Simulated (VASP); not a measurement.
# Hf (P6_3/mmc) in VASP: further runs, part 2 of 2

VASP 6.6.1.

## (4) Relaxation of shape and atoms at fixed volume, PBEsol (19.87 Å³/atom)

This run uses another cell than the first one, of 19.87 Å³/atom.

Input file INCAR:

```
SYSTEM = Hf
  PREC = Accurate
  ENCUT = 600
  EDIFF = 1E-7
  ISMEAR = 0
  SIGMA = 0.05
  LREAL = .False.
  LASPH = .True.
  NELM = 80
  ALGO = Fast
  ISIF = 4
  LWAVE = .False.
  LCHARG = .False.
  GGA = PS
  IBRION = 2
  NSW = 60
  EDIFFG = -0.01
```

Input file KPOINTS:

```
regular mesh
0
Gamma
  16 16 10
  0 0 0
```

Input file POSCAR:

```
Hf
1.0
    3.0705400136      0.0000000000      0.0000000000
   -1.5352700068      2.6591656551      0.0000000000
    0.0000000000      0.0000000000      4.8681680062
Hf
2
Direct
    0.3333333333      0.6666666667      0.2500000000
    0.6666666667      0.3333333333      0.7500000000
```

Potentials or basis: VASP PAW PBE potentials, release 64 (Hf_pv).

The run is started by

```console
> cat potpaw_PBE.64/Hf_pv/POTCAR > POTCAR
> mpirun -np 1 vasp_std > vasp.out
```

OUTCAR:

```text
SYSTEM = Hf
   PREC = Accurate
   ENCUT = 600
   EDIFF = 1E-7
   ISMEAR = 0
   LREAL = .False.
   LASPH = .True.
   NELM = 80
   ISIF = 4
   GGA = PS
   IBRION = 2
   NSW = 60
   EDIFFG = -0.01

 ion  position               nearest neighbor table
   1  0.333  0.667  0.250-   2 3.01   2 3.01   2 3.01   2 3.01   2 3.01   2 3.01
   2  0.667  0.333  0.750-   1 3.01   1 3.01   1 3.01   1 3.01   1 3.01   1 3.01

  LATTYP: Found a hexagonal cell.
 ALAT       =     3.0705400136
 C/A-ratio  =     1.5854435978

  Lattice vectors:

 A1 = (   3.0705400136,   0.0000000000,   0.0000000000)
 A2 = (  -1.5352700068,   2.6591656551,   0.0000000000)
 A3 = (   0.0000000000,   0.0000000000,   4.8681680062)

Analysis of symmetry for initial positions (statically):
=====================================================================
 Subroutine PRICEL returns:
 Original cell was already a primitive cell.

 Routine SETGRP: Setting up the symmetry group for a
 hexagonal supercell.

[... 229 lines left out ...]
      4     -24.1111      2.00000
      5     -24.1092      2.00000
      6     -24.1092      2.00000
      7      -2.1731      2.00000
      8       1.4946      2.00000
      9       6.7290      0.00000
     10       6.7959      0.00000
     11       6.7959      0.00000
     12       7.0721      0.00000
     13       7.7457      0.00000
     14       7.7457      0.00000
[... 377 lines left out ...]
      1     -24.9449      2.00000
      2     -24.9335      2.00000
      3     -24.8465      2.00000
      4     -24.5518      2.00000
      5     -24.3575      2.00000
      6     -24.3538      2.00000
      7       1.7115      2.00000
      8       3.4665      2.00000
      9       3.6953      2.00000
     10       4.2423      2.00000
     11       5.9683      0.00000
     12       6.6606      0.00000
     13       7.0229      0.00000
     14       9.7648      0.00000

 [... further k-points ...]

------------------------ aborting loop because EDIFF is reached ----------------------------------------

  FORCE on cell =-STRESS in cart. coord.  units (eV):
  Direction    XX          YY          ZZ          XY          YZ          ZX
  --------------------------------------------------------------------------------------
  -------------------------------------------------------------------------------------
  Total        2.6007043      2.6007043      2.6027813      0.0000000      0.0000000      0.0000000
  in kB      104.8276481    104.8276481    104.9113672      0.0000000      0.0000000      0.0000000
  external PRESSURE =     104.8555545 kB  Pullay stress =       0.0000000 kB

 VOLUME and BASIS-vectors are now :
 -----------------------------------------------------------------------------
  energy-cutoff  :      600.00
  volume of cell :       39.75
      direct lattice vectors                 reciprocal lattice vectors
     3.068708087  0.000000000 -0.000000000     0.325870031  0.188141150  0.000000000
    -1.534354043  2.657579160  0.000000000    -0.000000000  0.376282300 -0.000000000
    -0.000000000  0.000000000  4.873982042     0.000000000  0.000000000  0.205171047

 POSITION                                       TOTAL-FORCE (eV/Angst)
 -----------------------------------------------------------------------------------
     -0.00000      1.77172      1.21850         0.000000      0.000000      0.000000
      1.53435      0.88586      3.65549        -0.000000      0.000000      0.000000
 -----------------------------------------------------------------------------------
    total drift:                               -0.000000      0.000000     -0.000000

  FREE ENERGIE OF THE ION-ELECTRON SYSTEM (eV)
  ---------------------------------------------------
  free  energy   TOTEN  =       -20.9052063630 eV

  energy  without entropy=      -20.9036489542  energy(sigma->0) =      -20.90442766

 reached required accuracy - stopping structural energy minimisation
```

CONTCAR:

```text
Hf
   1.00000000000000
     3.0687080866935168    0.0000000000000000   -0.0000000000000000
    -1.5343540433467584    2.6575791598593472    0.0000000000000000
    -0.0000000000000000    0.0000000000000000    4.8739820423589126
  Hf
     2
Direct
     0.3333333332999970    0.6666666667000030    0.2500000000000000
     0.6666666667000030    0.3333333332999970    0.7500000000000000

  0.00000000E+00  0.00000000E+00  0.00000000E+00
  0.00000000E+00  0.00000000E+00  0.00000000E+00
```

It took 79 s on 1 thread of Intel Xeon 6975P-C (Granite Rapids), shared host; peak memory 0.26 GiB.

Results:

```
Free energy               : -20.9052 eV
Energy gained by relaxing : 0.0 meV/atom
Ionic steps               : 2
Pressure after relaxing   : 10.5 GPa
Band gap on the k mesh    : zero (bands 10 and 11 overlap by 1.64 eV)
```

Final structure:
```xyz
2
Lattice="3.0687 0.0000 0.0000 -1.5344 2.6576 0.0000 0.0000 0.0000 4.8740" Properties=species:S:1:pos:R:3 pbc="T T T"
Hf    0.0000    1.7717    1.2185
Hf    1.5344    0.8859    3.6555
```

Caveat: the PAW data sets were made with another functional, which shifts forces and pressure a little; spin-orbit coupling is left out, which moves the levels of the heavy elements.

## (5) Summary

| cell | k mesh | gap on the mesh (eV) | pressure (GPa) |
| --- | --- | --- | --- |
| relaxed from a = 2.744, b = 2.744, c = 4.506 Å, angles 90.0, 90.0, 120.0°, 2 atoms | 18 × 18 × 10 | none | 81.8 |
| relaxed from a = 2.808, b = 2.808, c = 4.556 Å, angles 90.0, 90.0, 120.0°, 2 atoms | 18 × 18 × 10 | none | 63.2 |
| relaxed from a = 3.071, b = 3.071, c = 4.868 Å, angles 90.0, 90.0, 120.0°, 2 atoms | 16 × 16 × 10 | none | 10.5 |

Alike in all rows: task relaxation of shape and atoms at fixed volume; level PBEsol; potentials or basis VASP PAW PBE potentials, release 64 (Hf_pv); no spin polarisation; cutoff (eV) 600; smearing gaussian 0.05 eV.

Caveats: the PAW data sets were made with another functional, which shifts forces and pressure a little; spin-orbit coupling is left out, which moves the levels of the heavy elements.

Total energies depend on the potentials used, so only differences within one code and one set of settings carry meaning.
